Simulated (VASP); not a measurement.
Here is a VASP 6.6.1 calculation.

Contents of INCAR:

```
  PREC = Accurate
  ENCUT = 520
  EDIFF = 1E-6
  ISMEAR = -1
  SIGMA = 0.05
  LREAL = F
  LASPH = T
  NELM = 80
  ALGO = Fast
  ISIF = 2
  LWAVE = F
  LCHARG = F
  GGA = PE
  NBANDS = 28
```

The input KPOINTS:

```
regular mesh
0
Gamma
  6 6 6
```

POSCAR

```
Rb3Zn
1.0
   -3.2012661432      3.2012661432      6.4414396921
    3.2012661432     -3.2012661432      6.4414396921
    3.2012661432      3.2012661432     -6.4414396921
Rb Zn
3 1
Direct
    0.5000000000      0.5000000000      0.0000000000
    0.2500000000      0.7500000000      0.5000000000
    0.7500000000      0.2500000000      0.5000000000
    0.0000000000      0.0000000000      0.0000000000
```

Potentials or basis: VASP PAW PBE potentials, release 64 (Rb_sv, Zn).

Launch:

```sh
$ cat potpaw_PBE.64/Rb_sv/POTCAR potpaw_PBE.64/Zn/POTCAR > POTCAR
$ mpirun -np 1 vasp_std > vasp.out
```

Question: Estimate the pressure.

Answer: -0.1 GPa.

Question: Estimate the band gap on the k mesh.

Answer: Zero (an odd number of electrons rules out a gap without spin polarisation).

Stress tensor (GPa, compression positive):
```
-0.09  0.00  0.00
 0.00 -0.09  0.00
 0.00  0.00 -0.17
```
